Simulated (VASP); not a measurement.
Write the native input for VASP 6.6.1 that does the following.

```
Task                   : relaxation of cell and atoms
Functional             : r2SCAN
Dispersion             : rVV10
Potentials or basis    : VASP PAW PBE potentials, release 64 (Li_sv, F)
Cutoff                 : 600 eV
k mesh                 : 10 × 10 × 10
Occupations            : fermi-dirac, width 0.03 eV
Spin                   : no spin polarisation
Dipole correction      : no
Further INCAR settings : ALGO = Normal; EDIFF = 1e-06; IBRION = 2; EDIFFG = -0.01; NSW = 100; ISIF = 3
```

The system is LiF.

```
Li F
1.0
     2.52282    0.00000    0.00000
     0.00000    2.52282    0.00000
     0.00000    0.00000    2.52282
Li F
1 1
Direct
  0.00000 0.00000 0.00000
  0.50000 0.50000 0.50000
```

The input as run:

POSCAR

```
LiF
1.0
    2.5228158766      0.0000000000      0.0000000000
    0.0000000000      2.5228158766      0.0000000000
    0.0000000000      0.0000000000      2.5228158766
Li F
1 1
Direct
    0.0000000000      0.0000000000      0.0000000000
    0.5000000000      0.5000000000      0.5000000000
```

INCAR.step1

```
SYSTEM = LiF
PREC = Accurate
ENCUT = 600
ISMEAR = -1
SIGMA = 0.03
LREAL = .FALSE.
LASPH = .TRUE.
NELM = 60
GGA = PE
ALGO = Normal
EDIFF = 1E-4
LWAVE = .TRUE.
LCHARG = .FALSE.
```

INCAR.step2

```
SYSTEM = LiF
PREC = Accurate
ENCUT = 600
EDIFF = 1E-6
ISMEAR = -1
SIGMA = 0.03
LREAL = .FALSE.
LASPH = .TRUE.
NELM = 60
ALGO = Normal
ISIF = 3
LWAVE = .FALSE.
LCHARG = .FALSE.
METAGGA = R2SCAN
LMIXTAU = .TRUE.
LUSE_VDW = .TRUE.
IVDW_NL = 2
BPARAM = 11.95
CPARAM = 0.0093
IBRION = 2
NSW = 100
EDIFFG = -0.01
ISTART = 1
```

KPOINTS

```
Automatic mesh
0
G
  10 10 10
  0 0 0
```

Potentials or basis: VASP PAW PBE potentials, release 64 (Li_sv, F).

Command:

```bash
$ cat potpaw_PBE.64/Li_sv/POTCAR potpaw_PBE.64/F/POTCAR > POTCAR
$ cp INCAR.step1 INCAR
$ mpirun -np 1 vasp_std > vasp.out
$ cp INCAR.step2 INCAR
$ mpirun -np 1 vasp_std > vasp.out
```

Results of the run:

* Relaxed volume: 7.75 Å³/atom
* Relaxed cell: a = 2.493 Å, b = 2.493 Å, c = 2.493 Å, α = 90.00°, β = 90.00°, γ = 90.00°
* Space group after relaxing (to 0.1 Å): Pm-3m (No. 221)
* Energy gained by relaxing: 2.8 meV/atom
* Ionic steps: 5
* Pressure after relaxing: 0.0 GPa
* Band gap on the k mesh: 9.33 eV (least direct gap 10.10 eV)

Caveat: the cutoff is under 1.25 times the usual one of these potentials, so pressure, stress and relaxed cells hold a basis-set (Pulay) error; the PAW data sets were made with another functional, which shifts forces and pressure a little.

Wall time 73 s on 1 thread of Intel(R) Xeon(R) 6975P-C (Granite Rapids), on a shared host, peak memory 0.17 GiB.
